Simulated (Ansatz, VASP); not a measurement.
One calculation of La, two programs

```
La
1.0
     3.79631    0.00000    0.00000
    -1.89816    3.28770    0.00000
     0.00000    0.00000   12.04126
La
4
Direct
  0.00000 0.00000 0.00000
  0.00000 0.00000 0.50000
  0.33333 0.66667 0.25000
  0.66667 0.33333 0.75000
```

Alike in both runs: task electric field gradients; functional r2SCAN; k mesh 11 × 11 × 3; occupations fermi-dirac, width 0.03 eV; no spin polarisation.

|  | VASP | Ansatz |
| --- | --- | --- |
| version | VASP 6.6.1 | Ansatz 0.2.0 |
| potentials or method | VASP PAW PBE potentials, release 64 (La), cutoff 520 eV | all-electron PAW with datasets made for the crystal, scalar-relativistic |

Ansatz gave:

- pressure (GPa): -0.1
- traceless stress, the component that is largest in VASP (GPa): 0.09
- size of Vzz on the site where it differs most (V/Å²): 39.8

Estimate VASP's values.

pressure (GPa): -0.1; traceless stress, the component that is largest in VASP (GPa): 0.10; size of Vzz on the site where it differs most (V/Å²): 39.0.

VASP's potentials were made for PBE, not for r2SCAN. Ansatz ran all-electron here, and VASP with PAW potentials.

Neither program's run includes spin-orbit coupling.
